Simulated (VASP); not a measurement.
Wanted: the native input for a VASP 6.6.1 run.

* Task: single point
* Functional: PBE
* Potentials or basis: VASP PAW PBE potentials, release 64 (Cd)
* Cutoff: 520 eV
* k mesh: 7 × 7 × 10
* Occupations: fermi-dirac, width 0.08 eV
* Spin: no spin polarisation
* Dipole correction: no
* k mesh for the DOS: 11 × 11 × 15
* Occupations for the DOS: tetrahedron
* Further INCAR settings: ALGO = Normal; EDIFF = 1e-06; NBANDS = 25

Crystal: Cd.

```
Cd
1.0
     5.05918    0.00000    0.00000
    -2.52959    4.38138    0.00000
     0.00000    0.00000    3.04069
Cd
3
Direct
  0.00000 0.00000 0.00000
  0.33333 0.66667 0.50000
  0.66667 0.33333 0.50000
```

This isn't the form of Cd at room conditions, which is hcp.

The input as run:

POSCAR

```
Cd
1.0
    5.0591769178      0.0000000000      0.0000000000
   -2.5295884589      4.3813757330      0.0000000000
    0.0000000000      0.0000000000      3.0406872503
Cd
3
Direct
    0.0000000000      0.0000000000      0.0000000000
    0.3333333333      0.6666666667      0.5000000000
    0.6666666667      0.3333333333      0.5000000000
```

INCAR.step1

```
  PREC = Accurate
  ENCUT = 520
  EDIFF = 1E-6
  ISMEAR = -1
  SIGMA = 0.08
  LREAL = F
  LASPH = T
  NELM = 100
  ALGO = Normal
  ISIF = 2
  LWAVE = F
  LCHARG = T
  GGA = PE
  NBANDS = 25
```

KPOINTS.step1

```
Automatic mesh
0
Gamma
  7 7 10
```

INCAR.step2

```
  PREC = Accurate
  ENCUT = 520
  EDIFF = 1E-6
  ISMEAR = -5
  SIGMA = 0.08
  LREAL = F
  LASPH = T
  NELM = 100
  ALGO = Normal
  ISIF = 2
  LWAVE = F
  LCHARG = F
  GGA = PE
  LORBIT = 11
  NBANDS = 25
  NEDOS = 2001
  ICHARG = 11
```

KPOINTS.step2

```
Automatic mesh
0
Gamma
  11 11 15
```

Potentials or basis: VASP PAW PBE potentials, release 64 (Cd).

Command:

```bash
$ cat potpaw_PBE.64/Cd/POTCAR > POTCAR
$ cp INCAR.step1 INCAR
$ cp KPOINTS.step1 KPOINTS
$ mpirun -np 1 vasp_std > vasp.out
$ cp INCAR.step2 INCAR
$ cp KPOINTS.step2 KPOINTS
$ mpirun -np 1 vasp_std > vasp.out
```

It gave:

- Valence electrons inside the program's atomic spheres: Cd 10.28, 10.32 (each value once)

Wall time 55 s on 1 thread of Intel(R) Xeon(R) 6975P-C (Granite Rapids), on a shared host, peak memory 0.29 GiB.
